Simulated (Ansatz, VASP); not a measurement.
# Al3C2 in VASP and in Ansatz

```xyz
5
Lattice="3.0777 0.0000 0.0000 0.0000 3.0777 0.0000 0.0000 0.0000 5.6920" Properties=species:S:1:pos:R:3 pbc="T T T"
Al    0.0000    1.5388    2.0336
Al    1.5388    0.0000    3.6583
Al    1.5388    1.5388    0.0000
C     1.5388    0.0000    1.5567
C     0.0000    1.5388    4.1353
```

Change from the starting cell: species swapped into the Er2Se3 type (P-4m2, No. 115).

Alike in both runs: functional PBE; k mesh 6 × 6 × 4; occupations gaussian, width 0.1 eV; no spin polarisation.

Ansatz relaxed the structure, and its values are those at the end. VASP's run is a single point on that final structure, the one shown.

```csv
,VASP,Ansatz
version,VASP 6.6.1,Ansatz 0.2.0
potentials or method,"VASP PAW PBE potentials, release 64 (Al, C), cutoff 520 eV","scalar-relativistic, plane waves, PAW"
valence electrons in the cell,17,17
```

|  | VASP | Ansatz | Ansatz less VASP |
| --- | --- | --- | --- |
| gap on the k mesh at the Fermi level (eV) | none | none | - |
| pressure (GPa) | -0.1 | 0.0 | +0.09 |

A gap of «none» marks a metal or a gap that the smearing closes.
